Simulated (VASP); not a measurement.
# Si (Fmmm) in VASP: further runs, part 2 of 2

VASP 6.6.1. Earlier steps stand in the parts before.

### 3 Single point, LDA (strain -0.0750 x Voigt [0, 0, 1, 0, 0, 0])

File INCAR:

```
SYSTEM = Si
PREC = Accurate
ENCUT = 520
EDIFF = 1E-7
ISMEAR = 0
SIGMA = 0.15
LREAL = .False.
LASPH = .True.
NELM = 100
ALGO = Normal
ISIF = 2
LWAVE = .False.
LCHARG = .False.
NBANDS = 26
```

File KPOINTS:

```
regular mesh
0
Gamma
  10 10 8
  0 0 0
```

File POSCAR:

```
Si
1.0
    4.5521371120     -2.4347064072      0.0000000000
    4.5521371120      2.4347064072      0.0000000000
    0.0000000000      0.0000000000      4.9280747354
Si
8
Direct
    0.5000000000      0.5000000000      0.7705063097
    0.5000000000      0.5000000000      0.2294936903
    1.0000000000      0.0000000000      0.2705063097
    0.0000000000      1.0000000000      0.7294936903
    0.7262158285      0.7262158285      0.5000000000
    0.2262158285      0.2262158285      0.0000000000
    0.2737841715      0.2737841715      0.5000000000
    0.7737841715      0.7737841715      0.0000000000
```

Potentials or basis: VASP PAW LDA potentials, release 64 (Si).

Launch:

```
$ cat potpaw_LDA.64/Si/POTCAR > POTCAR
$ mpirun -np 1 vasp_std > vasp.out
```

OUTCAR:

```text
SYSTEM = Si
   PREC = Accurate
   ENCUT = 520
   EDIFF = 1E-7
   ISMEAR = 0
   LREAL = .False.
   LASPH = .True.
   NELM = 100
   ISIF = 2

 ion  position               nearest neighbor table
   1  0.500  0.500  0.771-   2 2.26   4 2.44   4 2.44   5 2.45   7 2.45   2 2.67   8 2.74   6 2.74

   2  0.500  0.500  0.229-   1 2.26   3 2.44   3 2.44   5 2.45   7 2.45   1 2.67   6 2.74   8 2.74

   3  0.000  0.000  0.271-   4 2.26   2 2.44   2 2.44   6 2.45   8 2.45   4 2.67   5 2.74   7 2.74
[... 7 lines left out ...]
   7  0.274  0.274  0.500-   1 2.45   2 2.45   5 2.47   5 2.47   6 2.50   6 2.50   3 2.74   4 2.74

   8  0.774  0.774  0.000-   3 2.45   4 2.45   6 2.47   6 2.47   5 2.50   5 2.50   1 2.74   2 2.74

  LATTYP: Found a base centered orthorhombic cell.
 ALAT       =     4.8694128144
 B/A-ratio  =     1.8696862581
 C/A-ratio  =     1.0120470215

  Lattice vectors:

 A1 = (  -4.5521371120,  -2.4347064072,   0.0000000000)
 A2 = (   4.5521371120,  -2.4347064072,   0.0000000000)
 A3 = (   0.0000000000,   0.0000000000,   4.9280747354)

Analysis of symmetry for initial positions (statically):
[... 207 lines left out ...]
 Fermi energy:        10.6300307809

 k-point     1 :       0.0000    0.0000    0.0000
  band No.  band energies     occupation
      1      -4.1416      2.00000
      2       1.6841      2.00000
      3       1.7279      2.00000
      4       2.3022      2.00000
      5       2.4651      2.00000
      6       2.6977      2.00000
[... 685 lines left out ...]
     25      15.2335      0.00000
     26      15.2906      0.00000

 [... further k-points ...]

------------------------ aborting loop because EDIFF is reached ----------------------------------------

  FORCE on cell =-STRESS in cart. coord.  units (eV):
  Direction    XX          YY          ZZ          XY          YZ          ZX
  --------------------------------------------------------------------------------------
  -------------------------------------------------------------------------------------
  Total        6.7222857      2.4585105     13.9760383     -0.0000000      0.0000000      0.0000000
  in kB       98.5957812     36.0589792    204.9865894     -0.0000000      0.0000000      0.0000000
  external PRESSURE =     113.2137832 kB  Pullay stress =       0.0000000 kB

 VOLUME and BASIS-vectors are now :
 -----------------------------------------------------------------------------
  energy-cutoff  :      520.00
  volume of cell :      109.24
      direct lattice vectors                 reciprocal lattice vectors
     4.552137112 -2.434706407  0.000000000     0.109838519 -0.205363570  0.000000000
     4.552137112  2.434706407  0.000000000     0.109838519  0.205363570  0.000000000
     0.000000000  0.000000000  4.928074735     0.000000000  0.000000000  0.202919001

 POSITION                                       TOTAL-FORCE (eV/Angst)
 -----------------------------------------------------------------------------------
      4.55214      0.00000      3.79711         0.000000      0.000000     -0.746694
      4.55214      0.00000      1.13096         0.000000      0.000000      0.746694
      0.00000      0.00000      1.33308         0.000000      0.000000     -0.746694
      0.00000      0.00000      3.59500         0.000000      0.000000      0.746694
      6.61167      0.00000      2.46404         0.289205      0.000000     -0.000000
      2.05953      0.00000      0.00000         0.289205      0.000000     -0.000000
      2.49261      0.00000      2.46404        -0.289205      0.000000     -0.000000
      7.04474      0.00000      0.00000        -0.289205      0.000000     -0.000000
 -----------------------------------------------------------------------------------
    total drift:                                0.000000     -0.000000     -0.000000

  FREE ENERGIE OF THE ION-ELECTRON SYSTEM (eV)
  ---------------------------------------------------
  free  energy   TOTEN  =       -45.4359525917 eV

  energy  without entropy=      -45.4002433606  energy(sigma->0) =      -45.41809798
```

Wall time 11 min (1 thread of Intel Xeon 8259CL, shared host); peak memory 0.4 GiB.

What came out:

```
Free energy            : -45.4360 eV
Pressure               : 11.3 GPa
Largest force          : 0.747 eV/Å
Band gap on the k mesh : zero (bands 16 and 17 overlap by 2.61 eV)
```

Forces on the atoms (eV/Å):
```
Si   0.000  0.000 -0.747
Si   0.000  0.000  0.747
Si   0.000  0.000 -0.747
Si   0.000  0.000  0.747
Si   0.289  0.000  0.000
Si   0.289  0.000  0.000
Si  -0.289  0.000  0.000
Si  -0.289  0.000  0.000
```

Levels at points of the mesh, in eV from the Fermi level:
| k point | band 14 | band 15 | band 16 | band 17 | band 18 | band 19 |
| --- | --- | --- | --- | --- | --- | --- |
| (0.00, 0.00, 0.00) | -1.95 | -1.88 | -1.79 | -1.66 | -1.62 | -1.28 |
| (0.50, 0.00, 0.00) | -2.88 | -1.14 | -1.14 | 2.13 | 2.13 | 2.19 |
| (0.50, 0.50, 0.00) | -2.45 | -2.34 | -0.18 | 0.50 | 0.76 | 1.78 |
| (0.00, 0.00, 0.50) | -4.60 | -1.94 | -1.94 | 3.35 | 3.35 | 4.28 |
| (0.50, 0.00, 0.50) | -0.76 | -0.06 | -0.06 | -0.02 | -0.02 | 0.18 |
| (0.50, 0.50, 0.50) | -1.39 | -0.42 | -0.42 | -0.17 | -0.17 | 1.53 |

Caveat: the cell differs from its parent crystal (strain -0.0750 x Voigt [0, 0, 1, 0, 0, 0]); the stress differs along the axes, from 4 to 20 GPa.

### 4 Single point, LDA (strain -0.0500 x Voigt [0, 0, 1, 0, 0, 0])

File INCAR:

```
PREC = Accurate ; ENCUT = 520
EDIFF = 1E-7 ; ISMEAR = 0
SIGMA = 0.15 ; LREAL = F
LASPH = T ; NELM = 60
ALGO = Normal ; ISIF = 2
LWAVE = F ; LCHARG = T
LELF = T ; LVHAR = T
NBANDS = 26
```

File KPOINTS:

```
regular mesh
0
Gamma
  10 10 8
```

POSCAR, as its differences from that of step 3:

```diff
@@ -4,3 +4,3 @@
     4.5521371120      2.4347064072      0.0000000000
-    0.0000000000      0.0000000000      4.9280747354
+    0.0000000000      0.0000000000      5.0612659445
 Si
```

Potentials or basis: VASP PAW LDA potentials, release 64 (Si).

Launch:

```
$ cat potpaw_LDA.64/Si/POTCAR > POTCAR
$ mpirun -np 1 vasp_std > vasp.out
```

OUTCAR:

```text
PREC = Accurate
   ENCUT = 520
   EDIFF = 1E-7
   ISMEAR = 0
   LREAL = F
   LASPH = T
   NELM = 60
   ISIF = 2

 ion  position               nearest neighbor table
   1  0.500  0.500  0.771-   2 2.32   4 2.44   4 2.44   5 2.47   7 2.47   2 2.74   8 2.75   6 2.75

   2  0.500  0.500  0.229-   1 2.32   3 2.44   3 2.44   5 2.47   7 2.47   1 2.74   6 2.75   8 2.75

   3  0.000  0.000  0.271-   4 2.32   2 2.44   2 2.44   6 2.47   8 2.47   4 2.74   5 2.75   7 2.75
[... 7 lines left out ...]
   7  0.274  0.274  0.500-   5 2.47   5 2.47   1 2.47   2 2.47   6 2.57   6 2.57   3 2.75   4 2.75

[... 927 lines left out ...]
  Total        3.8167387      1.3958005      9.2094880      0.0000000      0.0000000      0.0000000
  in kB       54.5069555     19.9334679    131.5209630      0.0000000      0.0000000      0.0000000
  external PRESSURE =      68.6537955 kB  Pullay stress =       0.0000000 kB

 VOLUME and BASIS-vectors are now :
 -----------------------------------------------------------------------------
  energy-cutoff  :      520.00
  volume of cell :      112.19
      direct lattice vectors                 reciprocal lattice vectors
     4.552137112 -2.434706407  0.000000000     0.109838519 -0.205363570  0.000000000
     4.552137112  2.434706407  0.000000000     0.109838519  0.205363570  0.000000000
     0.000000000  0.000000000  5.061265944     0.000000000  0.000000000  0.197579027

 POSITION                                       TOTAL-FORCE (eV/Angst)
 -----------------------------------------------------------------------------------
      4.55214      0.00000      3.89974        -0.000000      0.000000     -0.344908
      4.55214      0.00000      1.16153         0.000000      0.000000      0.344908
      0.00000      0.00000      1.36910        -0.000000      0.000000     -0.344908
      0.00000      0.00000      3.69216        -0.000000      0.000000      0.344908
      6.61167      0.00000      2.53063         0.167880      0.000000      0.000000
      2.05953      0.00000      0.00000         0.167880      0.000000      0.000000
      2.49261      0.00000      2.53063        -0.167880      0.000000      0.000000
      7.04474      0.00000      0.00000        -0.167880      0.000000      0.000000
 -----------------------------------------------------------------------------------
    total drift:                                0.000000     -0.000000      0.000000

  FREE ENERGIE OF THE ION-ELECTRON SYSTEM (eV)
  ---------------------------------------------------
  free  energy   TOTEN  =       -45.7443556870 eV

  energy  without entropy=      -45.7072299856  energy(sigma->0) =      -45.72579284
```

OSZICAR:

```text
N       E                     dE             d eps       ncg     rms          rms(c)
DAV:   1     0.548662039548E+02    0.54866E+02   -0.12838E+04  8060   0.106E+03
DAV:   2    -0.414340896939E+02   -0.96300E+02   -0.89074E+02  9930   0.154E+02
DAV:   3    -0.458627531826E+02   -0.44287E+01   -0.42808E+01 10572   0.285E+01
DAV:   4    -0.459158205829E+02   -0.53067E-01   -0.52875E-01  9768   0.376E+00
DAV:   5    -0.459163915240E+02   -0.57094E-03   -0.57046E-03 10354   0.360E-01    0.970E+00
DAV:   6    -0.458021018820E+02    0.11429E+00   -0.46874E-02  9972   0.107E+00    0.566E+00
DAV:   7    -0.457453105229E+02    0.56791E-01   -0.49719E-02  9728   0.969E-01    0.409E-01
DAV:   8    -0.457446305705E+02    0.67995E-03   -0.31606E-03  9882   0.297E-01    0.281E-01
DAV:   9    -0.457443549322E+02    0.27564E-03   -0.40986E-04  9874   0.917E-02    0.928E-02
DAV:  10    -0.457443578391E+02   -0.29069E-05   -0.18844E-05 10240   0.207E-02    0.336E-02
DAV:  11    -0.457443558961E+02    0.19430E-05   -0.27229E-06  9838   0.760E-03    0.835E-03
DAV:  12    -0.457443556886E+02    0.20757E-06   -0.86851E-07  9882   0.396E-03    0.293E-03
DAV:  13    -0.457443556870E+02    0.16180E-08   -0.47929E-08  5142   0.111E-03
   1 F= -.45744356E+02 E0= -.45725793E+02  d E =-.371257E-01
```

stdout:

```text
POSCAR found type information on POSCAR Si
 POSCAR found :  1 types and       8 ions
 scaLAPACK will be used
 LDA part: xc-table for (Slater(with rela. corr.)+CA(PZ))
 , standard interpolation
 POSCAR, INCAR and KPOINTS ok, starting setup
 FFT: planning ... GRIDC
 FFT: planning ... GRID_SOFT
 FFT: planning ... GRID
 WAVECAR not read
 entering main loop
```

Wall time 12 min (1 thread of Intel Xeon 8259CL, shared host); peak memory 0.41 GiB.

Results:

```
Free energy            : -45.7444 eV
Pressure               : 6.9 GPa
Largest force          : 0.345 eV/Å
Band gap on the k mesh : zero (bands 16 and 17 overlap by 2.77 eV)
```

Forces on the atoms (eV/Å):
```
Si   0.000  0.000 -0.345
Si   0.000  0.000  0.345
Si   0.000  0.000 -0.345
Si   0.000  0.000  0.345
Si   0.168  0.000  0.000
Si   0.168  0.000  0.000
Si  -0.168  0.000  0.000
Si  -0.168  0.000  0.000
```

Stress tensor (GPa, compression positive):
```
 5.45  0.00  0.00
 0.00  1.99  0.00
 0.00  0.00 13.15
```

Caveat: the cell differs from its parent crystal (strain -0.0500 x Voigt [0, 0, 1, 0, 0, 0]); the stress differs along the axes, from 2 to 13 GPa.

### 5 Summary

| cell | gap on the mesh (eV) | pressure (GPa) | largest force (eV/Å) |
| --- | --- | --- | --- |
| a = 5.162, b = 5.162, c = 4.795 Å, angles 90.0, 90.0, 56.3°, 8 atoms | none | 16.7 | 1.21 |
| a = 5.162, b = 5.162, c = 4.928 Å, angles 90.0, 90.0, 56.3°, 8 atoms | none | 11.3 | 0.75 |
| a = 5.162, b = 5.162, c = 5.061 Å, angles 90.0, 90.0, 56.3°, 8 atoms | none | 6.9 | 0.34 |

Alike in all rows: task single point; level LDA; potentials or basis VASP PAW LDA potentials, release 64 (Si); no spin polarisation; k mesh 10 × 10 × 8; cutoff (eV) 520; smearing gaussian 0.15 eV.

Caveats: the stress differs along the axes, from 4 to 33 GPa (at least some runs); forces of over 1 eV/Å act on the atoms, so gaps and moduli don't describe the material at rest (at least some runs); the stress differs along the axes, from 4 to 20 GPa (at least some runs); the stress differs along the axes, from 2 to 13 GPa (at least some runs).

Absolute energies hang on the potentials; compare differences alone.
